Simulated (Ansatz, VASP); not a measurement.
**CoO in VASP and in Ansatz**

```
Co O
1.0
     3.26036    0.00000    0.00000
    -1.63018    2.82356    0.00000
     0.00000    0.00000    5.33126
Co O
2 2
Direct
  0.33333 0.66667 0.50336
  0.00000 0.00000 0.00347
  0.33333 0.66667 0.87156
  0.00000 0.00000 0.37161
```

Alike in both runs: task single point; functional PBEsol; k mesh 10 × 10 × 5; occupations fermi-dirac, width 0.05 eV; collinear spin.

|  | VASP | Ansatz |
| --- | --- | --- |
| version | VASP 6.6.1 | Ansatz 0.2.0 |
| potentials or method | VASP PAW PBE potentials, release 64 (Co, O) | Ansatz PAW |
| plane-wave cutoff (eV) | 520 | 420 |
| valence electrons in the cell | 30 | 46 |

VASP gave:

* gap on the k mesh at the Fermi level (eV): none
* pressure (GPa): -13.5
* traceless stress, the component that is largest in VASP (GPa): 0.99
* rms of the force components (eV/Å): 0.121
* net moment per atom (μB): 1.49
* size of the moment on the site where the two differ most (μB): 2.54

Problem. Which values does Ansatz return?

Solution. gap on the k mesh at the Fermi level (eV): none; pressure (GPa): -15.2; traceless stress, the component that is largest in VASP (GPa): 0.33; rms of the force components (eV/Å): 0.061; net moment per atom (μB): 0.00; size of the moment on the site where the two differ most (μB): 2.17.

The net moments are unlike, so the other rows may belong to different states. VASP's potentials were made for PBE, not for PBEsol. Site moments also hang on the region over which each program counts them. Atom by atom the forces differ by 0.182 eV/Å (rms over components). A gap of «none» marks a metal or a gap that the smearing closes. VASP's potentials hold 30 valence electrons a cell and Ansatz's 46, so a difference there can come from the potentials and not from the codes.
